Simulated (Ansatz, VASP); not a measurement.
# ZnCu in VASP and in Ansatz

```
CELL_PARAMETERS angstrom
1.48804 -2.12128 0.00000
1.48804 2.12128 0.00000
0.00000 0.00000 4.14075
ATOMIC_POSITIONS crystal
Zn 0.50000 0.50000 0.50000
Cu 0.00000 0.00000 0.00000
```

Alike in both runs: task single point; functional PBE; k mesh 11 × 11 × 7; occupations fermi-dirac, width 0.05 eV; no spin polarisation.

|  | VASP | Ansatz |
| --- | --- | --- |
| version | VASP 6.6.1 | Ansatz 0.2.0 |
| potentials or method | VASP PAW PBE potentials, release 64 (Zn, Cu) | Ansatz PAW |
| plane-wave cutoff (eV) | 520 | 420 |
| valence electrons in the cell | 23 | 31 |

Ansatz gave:

```
gap on the k mesh at the Fermi level (eV)                     : none
pressure (GPa)                                                : 0.2
traceless stress, the component that is largest in VASP (GPa) : 0.66
```

Q: Estimate VASP's values.

A: gap on the k mesh at the Fermi level (eV): none; pressure (GPa): 0.6; traceless stress, the component that is largest in VASP (GPa): 0.66.

A gap of «none» marks a metal or a gap that the smearing closes. VASP's potentials hold 23 valence electrons a cell and Ansatz's 31, so a difference there can come from the potentials and not from the codes.
